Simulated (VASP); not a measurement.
**InP: single point with r2SCAN**

Crystal: InP.

```xyz
2
Lattice="0.0000 2.9979 2.8650 2.9979 0.0000 2.8650 2.9979 2.9979 0.0000" Properties=species:S:1:pos:R:3 pbc="T T T"
In    0.0000    0.0000    0.0000
P     4.4968    4.4968    4.2974
```

This cell differs from its parent crystal: strain +0.015 along x and y, -0.030 along z.

* Program: VASP 6.6.1
* Task: single point
* Functional: r2SCAN
* Potentials or basis: VASP PAW PBE potentials, release 64 (In_d, P)
* Cutoff: 520 eV
* k mesh: 8 × 8 × 8
* Occupations: gaussian, width 0.05 eV
* Spin: no spin polarisation

| Property | Result |
| --- | --- |
| Pressure | -0.1 GPa |
| Band gap on the k mesh | 0.89 eV |

Stress tensor (GPa, compression positive):
```
-0.75  0.00  0.00
 0.00 -0.75  0.00
 0.00  0.00  1.11
```

Levels at points of the mesh, in eV from the valence-band top:
| k point | band 5 | band 6 | band 7 | band 8 | band 9 | band 10 | band 11 | band 12 | band 13 | band 14 |
| --- | --- | --- | --- | --- | --- | --- | --- | --- | --- | --- |
| (0.00, 0.00, 0.00) | -14.58 | -11.97 | -0.21 | -0.21 | 0.00 | 0.89 | 4.26 | 4.34 | 4.34 | 8.85 |
| (0.50, 0.00, 0.00) | -14.56 | -10.24 | -5.89 | -1.25 | -0.96 | 1.64 | 4.87 | 5.22 | 7.38 | 9.80 |
| (0.50, 0.50, 0.00) | -14.54 | -9.49 | -5.72 | -2.63 | -2.63 | 1.75 | 2.13 | 9.89 | 9.99 | 9.99 |
| (0.50, 0.00, 0.50) | -14.55 | -9.65 | -6.00 | -2.39 | -2.36 | 2.00 | 2.56 | 9.42 | 9.81 | 10.05 |

It took 86 s on 1 thread of Intel(R) Xeon(R) Platinum 8559C (Emerald Rapids), on a shared host, peak memory 0.2 GiB.

Caveat: the cell differs from its parent crystal (strain +0.015 along x and y, -0.030 along z); the PAW data sets were made with another functional, which shifts forces and pressure a little; spin-orbit coupling is left out, which moves the levels of the heavy elements.
